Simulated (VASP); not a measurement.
# BiTe (Immm) in VASP: single point with PBE

Aim: the single point of BiTe with PBE.

Program: VASP 6.6.1. These are calculated values, not measurements. Logs are shortened: lines on timing, memory, paths and dates and some standing lists are left out, and cuts for length are marked.

### 1 The cell of the first run

The structure is orthorhombic, space group Immm (No. 71). The conventional cell has a = 4.494 Å, b = 4.701 Å, c = 6.502 Å, α = 90.00°, β = 90.00°, γ = 90.00°. Bi (site symmetry mmm) has 6 Te at 3.25 Å within 4.3 Å. Te (site symmetry mmm) has 6 Bi at 3.25 Å within 4.3 Å.

### 2 Single point, PBE (strain +0.0450 x Voigt [0, 0, 0, 0, 0, 1])

The input, INCAR:

```
PREC = Accurate ; ENCUT = 520
EDIFF = 1E-6 ; ISMEAR = 0
SIGMA = 0.15 ; LREAL = F
LASPH = T ; NELM = 60
ALGO = Normal ; ISIF = 2
LWAVE = F ; LCHARG = T
GGA = PE ; LELF = T
LVHAR = T ; NBANDS = 18
```

The input, KPOINTS:

```
Automatic mesh
0
Gamma
  16 16 16
```

The input, POSCAR:

```
BiTe
1.0
    0.0731518686      3.2511941619      3.2511941619
    3.2511941619      0.0731518686      3.2511941619
    3.3243460305      3.3243460305      0.0000000000
Bi Te
1 1
Direct
    0.0000000000      0.0000000000      0.0000000000
    0.5000000000      0.5000000000      0.5000000000
```

Potentials or basis: VASP PAW PBE potentials, release 64 (Bi_d, Te).

Started as:

```sh
$ cat potpaw_PBE.64/Bi_d/POTCAR potpaw_PBE.64/Te/POTCAR > POTCAR
$ mpirun -np 1 vasp_std > vasp.out
```

OUTCAR:

```text
PREC = Accurate
   ENCUT = 520
   EDIFF = 1E-6
   ISMEAR = 0
   LREAL = F
   LASPH = T
   NELM = 60
   ISIF = 2
   GGA = PE

 ion  position               nearest neighbor table
   1  0.000  0.000  0.000-   2 3.25   2 3.25   2 3.25   2 3.25   2 3.25   2 3.25
   2  0.500  0.500  0.500-   1 3.25   1 3.25   1 3.25   1 3.25   1 3.25   1 3.25

  LATTYP: Found a body centered orthorhombic cell.
 ALAT       =     4.4944305130
 B/A-ratio  =     1.0460358056
 C/A-ratio  =     1.4467657927

  Lattice vectors:

 A1 = (   3.2511941619,   0.0731518686,  -3.2511941619)
 A2 = (  -3.2511941619,  -0.0731518686,  -3.2511941619)
 A3 = (   0.0731518686,   3.2511941619,   3.2511941619)

Analysis of symmetry for initial positions (statically):
=====================================================================
 Subroutine PRICEL returns:
 Original cell was already a primitive cell.

 Routine SETGRP: Setting up the symmetry group for a
 body centered orthorhombic supercell.

 Subroutine GETGRP returns: Found  8 space group operations
 (whereof  8 operations were pure point group operations)
 out of a pool of  8 trial point group operations.

The static configuration has the point symmetry D_2h.

Analysis of symmetry for dynamics (positions and initial velocities):
=====================================================================
 Subroutine PRICEL returns:
 Original cell was already a primitive cell.

 Routine SETGRP: Setting up the symmetry group for a
 body centered orthorhombic supercell.

 Subroutine GETGRP returns: Found  8 space group operations
 (whereof  8 operations were pure point group operations)
 out of a pool of  8 trial point group operations.

The dynamic configuration has the point symmetry D_2h.

 Subroutine INISYM returns: Found  8 space group operations
 (whereof  8 operations are pure point group operations),
 and found     1 'primitive' translations

----------------------------------------------------------------------------------------

                                     Primitive cell

  volume of cell :      68.6972

  direct lattice vectors                    reciprocal lattice vectors
     0.073151869  3.251194162  3.251194162    -0.157329561  0.157329561  0.153789646
     3.251194162  0.073151869  3.251194162     0.157329561 -0.157329561  0.153789646
     3.324346031  3.324346031  0.000000000     0.150405522  0.150405522 -0.153789646

  length of vectors
     4.598464760  4.598464760  4.701335242     0.270474467  0.270474467  0.262478375

  position of ions in fractional coordinates (direct lattice)
     0.000000000  0.000000000  0.000000000
     0.500000000  0.500000000  0.500000000

  ion indices of the primitive-cell ions
   primitive index   ion index
                 1           1
                 2           2

----------------------------------------------------------------------------------------

 KPOINTS: Automatic mesh

Automatic generation of k-mesh.
 Grid dimensions read from file:
 generate k-points for:   16   16   16

 Generating k-lattice:

  Cartesian coordinates                     Fractional coordinates (reciprocal lattice)
    -0.009833098  0.009833098  0.009611853     0.062500000 -0.000000000  0.000000000
     0.009833098 -0.009833098  0.009611853    -0.000000000  0.062500000  0.000000000
     0.009400345  0.009400345 -0.009611853    -0.000000000 -0.000000000  0.062500000

  Length of vectors
     0.016904654  0.016904654  0.016404898

  Shift w.r.t. Gamma in fractional coordinates (k-lattice)
     0.000000000  0.000000000  0.000000000

 Subroutine IBZKPT returns following result:
 ===========================================

 Found    621 irreducible k-points:

 Following reciprocal coordinates:
            Coordinates               Weight
  0.000000  0.000000  0.000000      1.000000
  0.062500  0.000000  0.000000      4.000000
  0.125000  0.000000  0.000000      4.000000
  0.187500 -0.000000  0.000000      4.000000
  0.250000  0.000000  0.000000      4.000000
  0.312500  0.000000  0.000000      4.000000
[... 16 lines left out ...]
 -0.125000  0.062500  0.000000      4.000000
 -0.062500  0.062500  0.000000      2.000000
 [... further k-points ...]
   k-points           NKPTS =    621   k-points in BZ     NKDIM =    621   number of bands    NBANDS=     18
   number of dos      NEDOS =    301   number of ions     NIONS =      2
   total plane-waves  NPLWV =  46656
   dimension x,y,z NGX =    36 NGY =   36 NGZ =   36
   dimension x,y,z NGXF=    72 NGYF=   72 NGZF=   72
   ions per type =               1   1
   NGX,Y,Z   is equivalent  to a cutoff of  13.01, 13.01, 12.73 a.u.
   NGXF,Y,Z  is equivalent  to a cutoff of  26.03, 26.03, 25.46 a.u.
 SYSTEM =  unknown system
   PREC   = accura    normal or accurate (medium, high low for compatibility)
   ISTART =      0    job   : 0-new  1-cont  2-samecut
   ICHARG =      2    charge: 1-file 2-atom 10-const
   ISPIN  =      1    spin polarized calculation?
   LNONCOLLINEAR =      F non collinear calculations
   LSORBIT =      F    spin-orbit coupling
   LASPH  =      T    aspherical Exc in radial PAW
   ENCUT  =  520.0 eV  38.22 Ry    6.18 a.u.   8.55  8.55  8.74*2*pi/ulx,y,z
   NELM   =     60;   NELMIN=  2; NELMDL= -5     # of ELM steps
   EDIFF  = 0.1E-05   stopping-criterion for ELM
   LREAL  =      F    real-space projection
   EDIFFG = 0.1E-04   stopping-criterion for IOM
   NSW    =      0    number of steps for IOM
   IBRION =     -1    ionic relax: 0-MD 1-quasi-New 2-CG
   NFREE  =      0    steps in history (QN), initial steepest desc. (CG)
   ISIF   =      2    stress and relaxation
   ISYM   =      2    0-nonsym 1-usesym 2-fastsym
   POTIM  = 0.5000    time-step for ionic-motion
   TEBEG  =    0.0;   TEEND  =   0.0 temperature during run
   PSTRESS=    0.0 pullay stress
   NELECT =      21.0000    total number of electrons
   NUPDOWN=      -1.0000    fix difference up-down
   EMIN   =  10.00;   EMAX   =-10.00  energy-range for DOS
   EFERMI =   0.00;   METHOD = LEGACY
   ISMEAR =     0;   SIGMA  =   0.15  broadening in eV -4-tet -1-fermi 0-gaus
   EFERMI_NEDOS =   21; number of points for ismear=-14 and -15
   IALGO  =     38    algorithm
   IMIX   =      4    mixing-type and parameters
     AMIX     =   0.40;   BMIX     =  1.00
     AMIX_MAG =   1.60;   BMIX_MAG =  1.00
  volume/ion in A,a.u.               =      34.35       231.80
  Fermi-wavevector in a.u.,A,eV,Ry     =   1.102812  2.084013 16.547342  1.216195
  Thomas-Fermi vector in A             =   2.239261
   LORBIT       =      0    0 simple, 1 ext, 2 COOP (PROOUT), +10 PAW based schemes
   GGA     = PE    functional components
   LHFCALC =     F    Hartree Fock is set to
   AEXX    =    0.0000 exact exchange contribution
   IVDW    =     0    specifies the selected vdW correction
   LEPSILON=     F    determine dielectric tensor
   LRPA    =     F    only Hartree local field effects (RPA)
 non-spin polarized calculation
 Gauss-broadening in eV      SIGMA  =   0.15
  energy-cutoff  :      520.00
  volume of cell :       68.70
 maximum number of plane-waves:      1879
 NGX is ok and might be reduce to    36
   NGX = 17   NGY = 17   NGZ = 17

 number of electron      21.0000002 magnetization

 Free energy of the ion-electron system (eV)
  ---------------------------------------------------
  ext. energy  EPLUGINS =         0.00000000
  ---------------------------------------------------
  free energy    TOTEN  =        -7.18170189 eV

  energy without entropy =       -7.16418813  energy(sigma->0) =       -7.17294501

 E-fermi :   6.4774     XC(G=0):  -9.3711

 val. band max:        6.4773063315   @ k =   0.4375   0.0000   0.0625
 cond. band min:       6.4798909376   @ k =  -0.3750   0.0625   0.2500
 fundamental gap:      0.0025846062
 Fermi energy:         6.4774028193

 k-point     1 :       0.0000    0.0000    0.0000
  band No.  band energies     occupation
      1     -16.6725      2.00000
      2     -16.6723      2.00000
      3     -16.6720      2.00000
      4     -16.6701      2.00000
      5     -16.6674      2.00000
      6      -6.9463      2.00000
[... 10 lines left out ...]
     17      12.5266      0.00000
     18      13.0885      0.00000

 k-point     2 :       0.0625    0.0000    0.0000
  band No.  band energies     occupation
      1     -16.6727      2.00000
      2     -16.6725      2.00000
      3     -16.6718      2.00000
      4     -16.6698      2.00000
      5     -16.6673      2.00000
      6      -6.9112      2.00000
[... 10 lines left out ...]
     17      12.7866      0.00000
     18      13.3202      0.00000

 k-point     3 :       0.1250    0.0000    0.0000
  band No.  band energies     occupation
      1     -16.6733      2.00000
      2     -16.6730      2.00000
      3     -16.6710      2.00000
      4     -16.6690      2.00000
      5     -16.6670      2.00000
      6      -6.8064      2.00000
[... 10 lines left out ...]
     17      13.4513      0.00000
     18      13.8905      0.00000

 k-point     4 :       0.1875   -0.0000    0.0000
  band No.  band energies     occupation
      1     -16.6742      2.00000
      2     -16.6737      2.00000
      3     -16.6699      2.00000
      4     -16.6681      2.00000
      5     -16.6663      2.00000
      6      -6.6331      2.00000
[... 10 lines left out ...]
     17      14.3307      0.00000
     18      14.6991      0.00000

 k-point     5 :       0.2500    0.0000    0.0000
  band No.  band energies     occupation
      1     -16.6752      2.00000
      2     -16.6746      2.00000
      3     -16.6685      2.00000
      4     -16.6676      2.00000
      5     -16.6650      2.00000
      6      -6.3937      2.00000
[... 10 lines left out ...]
     17      15.2573      0.00000
     18      15.6618      0.00000

 k-point     6 :       0.3125    0.0000    0.0000
  band No.  band energies     occupation
      1     -16.6763      2.00000
      2     -16.6755      2.00000
      3     -16.6672      2.00000
      4     -16.6671      2.00000
      5     -16.6634      2.00000
      6      -6.0916      2.00000
[... 10 lines left out ...]
     17      15.9120      0.00000
     18      16.7522      0.00000

 k-point     7 :       0.3750   -0.0000    0.0000
  band No.  band energies     occupation
      1     -16.6771      2.00000
      2     -16.6762      2.00000
      3     -16.6670      2.00000
      4     -16.6659      2.00000
      5     -16.6620      2.00000
      6      -5.7326      2.00000
[... 10 lines left out ...]
     17      15.7361      0.00000
     18      16.9992      0.00000

 k-point     8 :       0.4375    0.0000    0.0000
  band No.  band energies     occupation
      1     -16.6777      2.00000
      2     -16.6767      2.00000
      3     -16.6668      2.00000
      4     -16.6652      2.00000
      5     -16.6610      2.00000
      6      -5.3290      2.00000
[... 10 lines left out ...]
     17      15.0043      0.00000
     18      16.0848      0.00000
[... 229 lines left out ...]
     17      15.4755      0.00000
     18      16.6546      0.00000

 k-point    20 :      -0.3125    0.0625    0.0000
  band No.  band energies     occupation
      1     -16.6768      2.00000
      2     -16.6755      2.00000
      3     -16.6671      2.00000
      4     -16.6670      2.00000
      5     -16.6623      2.00000
      6      -5.9477      2.00000
[... 10 lines left out ...]
     17      15.5977      0.00000
     18      16.7295      0.00000

 k-point    21 :      -0.2500    0.0625    0.0000
  band No.  band energies     occupation
      1     -16.6760      2.00000
      2     -16.6746      2.00000
      3     -16.6685      2.00000
      4     -16.6672      2.00000
      5     -16.6638      2.00000
      6      -6.2680      2.00000
[... 10 lines left out ...]
     17      14.8153      0.00000
     18      16.3039      0.00000

 k-point    22 :      -0.1875    0.0625    0.0000
  band No.  band energies     occupation
      1     -16.6750      2.00000
      2     -16.6738      2.00000
      3     -16.6698      2.00000
      4     -16.6674      2.00000
      5     -16.6655      2.00000
      6      -6.5281      2.00000
[... 10 lines left out ...]
     17      13.9568      0.00000
     18      15.4073      0.00000

 k-point    23 :      -0.1250    0.0625    0.0000
  band No.  band energies     occupation
      1     -16.6740      2.00000
      2     -16.6731      2.00000
      3     -16.6709      2.00000
      4     -16.6676      2.00000
      5     -16.6671      2.00000
      6      -6.7237      2.00000
[... 10 lines left out ...]
     17      13.2794      0.00000
     18      14.4673      0.00000

 k-point    24 :      -0.0625    0.0625    0.0000
  band No.  band energies     occupation
      1     -16.6732      2.00000
      2     -16.6726      2.00000
      3     -16.6716      2.00000
      4     -16.6688      2.00000
      5     -16.6674      2.00000
      6      -6.8520      2.00000
[... 10 lines left out ...]
     17      12.9197      0.00000
     18      13.6678      0.00000

 [... further k-points ...]

------------------------ aborting loop because EDIFF is reached ----------------------------------------

  FORCE on cell =-STRESS in cart. coord.  units (eV):
  Direction    XX          YY          ZZ          XY          YZ          ZX
  --------------------------------------------------------------------------------------
  -------------------------------------------------------------------------------------
  Total       -0.0364111     -0.0364111     -0.0158533      0.0008631      0.0000000      0.0000000
  in kB       -0.8491910     -0.8491910     -0.3697358      0.0201306      0.0000000      0.0000000
  external PRESSURE =      -0.6893726 kB  Pullay stress =       0.0000000 kB

 VOLUME and BASIS-vectors are now :
 -----------------------------------------------------------------------------
  energy-cutoff  :      520.00
  volume of cell :       68.70
      direct lattice vectors                 reciprocal lattice vectors
     0.073151869  3.251194162  3.251194162    -0.157329561  0.157329561  0.153789646
     3.251194162  0.073151869  3.251194162     0.157329561 -0.157329561  0.153789646
     3.324346031  3.324346031  0.000000000     0.150405522  0.150405522 -0.153789646

 POSITION                                       TOTAL-FORCE (eV/Angst)
 -----------------------------------------------------------------------------------
      0.00000      0.00000      0.00000        -0.000000      0.000000      0.000000
      3.32435      3.32435      3.25119         0.000000     -0.000000     -0.000000
 -----------------------------------------------------------------------------------
    total drift:                               -0.000000      0.000000      0.000000

  FREE ENERGIE OF THE ION-ELECTRON SYSTEM (eV)
  ---------------------------------------------------
  free  energy   TOTEN  =        -7.1817018927 eV

  energy  without entropy=       -7.1641881304  energy(sigma->0) =       -7.17294501
```

It took 15 min on 1 thread of Intel Xeon 8259CL, shared host; peak memory 0.82 GiB.

Results:

```yaml
Free_energy: -7.1817 eV
Pressure: -0.1 GPa
Band_gap_on_the_k_mesh: zero (an odd number of electrons rules out a gap without spin polarisation)
```

Levels at points of the mesh, in eV from the Fermi level:
| k point | band 6 | band 7 | band 8 | band 9 | band 10 | band 11 | band 12 | band 13 | band 14 | band 15 |
| --- | --- | --- | --- | --- | --- | --- | --- | --- | --- | --- |
| (0.00, 0.00, 0.00) | -13.42 | -8.19 | -2.70 | -2.51 | -2.30 | 2.05 | 2.12 | 2.21 | 4.44 | 4.71 |
| (0.50, 0.00, 0.00) | -11.48 | -11.16 | -2.00 | -1.93 | -1.67 | -0.95 | -0.74 | -0.60 | 7.33 | 7.68 |
| (0.50, 0.50, 0.00) | -11.71 | -9.96 | -5.56 | -4.15 | -3.73 | 2.31 | 3.44 | 3.62 | 4.84 | 8.64 |
| (0.00, 0.00, 0.50) | -11.54 | -11.24 | -1.89 | -1.76 | -1.51 | -0.77 | -0.52 | -0.44 | 7.18 | 7.41 |
| (0.50, 0.00, 0.50) | -11.71 | -9.95 | -5.56 | -3.95 | -3.94 | 2.30 | 3.47 | 3.52 | 4.82 | 8.56 |

Caveat: the cell differs from its parent crystal (strain +0.0450 x Voigt [0, 0, 0, 0, 0, 1]); spin-orbit coupling is left out, which moves the levels of the heavy elements.
